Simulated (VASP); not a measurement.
**Sb: single point with PBE-based screened hybrid with 5 % exact exchange**

The system is Sb.

```xyz
2
Lattice="2.1542 1.2437 3.7580 -2.1542 1.2437 3.7580 0.0000 -2.4875 3.7580" Properties=species:S:1:pos:R:3 pbc="T T T"
Sb    0.0000    0.0000    8.6416
Sb    0.0000    0.0000    2.6324
```

- Program: VASP 6.6.1
- Task: single point
- Functional: PBE-based screened hybrid with 5 % exact exchange
- Potentials or basis: VASP PAW PBE potentials, release 64 (Sb)
- Cutoff: 520 eV
- k mesh: 4 × 4 × 4
- Occupations: fermi-dirac, width 0.05 eV
- Spin: no spin polarisation

```yaml
Pressure: 2.3 GPa
Largest_force: 0.099 eV/Å
```

Forces on the atoms (eV/Å):
```
Sb   0.000  0.000  0.099
Sb   0.000  0.000 -0.099
```

Stress tensor (GPa, compression positive):
```
2.69 0.00 0.00
0.00 2.69 0.00
0.00 0.00 1.45
```

Levels at points of the mesh, in eV from the Fermi level:
| k point | band 3 | band 4 | band 5 | band 6 | band 7 | band 8 |
| --- | --- | --- | --- | --- | --- | --- |
| (0.00, 0.00, 0.00) | -1.90 | -1.62 | -1.62 | 2.40 | 3.03 | 3.03 |
| (0.50, 0.00, 0.00) | -1.76 | -1.65 | -0.08 | 0.07 | 0.47 | 0.77 |
| (0.50, 0.50, 0.00) | -5.35 | -3.63 | -3.53 | 1.82 | 5.32 | 5.90 |
| (0.50, 0.50, 0.50) | -1.12 | -1.12 | -0.19 | 0.40 | 0.40 | 1.38 |

Wall time 10 min on 1 thread of AMD EPYC 7R13 Processor (Zen 3), with other jobs on the host, peak memory 0.28 GiB.

Caveat: the k points lie up to 0.44 Å⁻¹ apart; the PAW data sets were made with another functional, which shifts forces and pressure a little; spin-orbit coupling is left out, which moves the levels of the heavy elements.
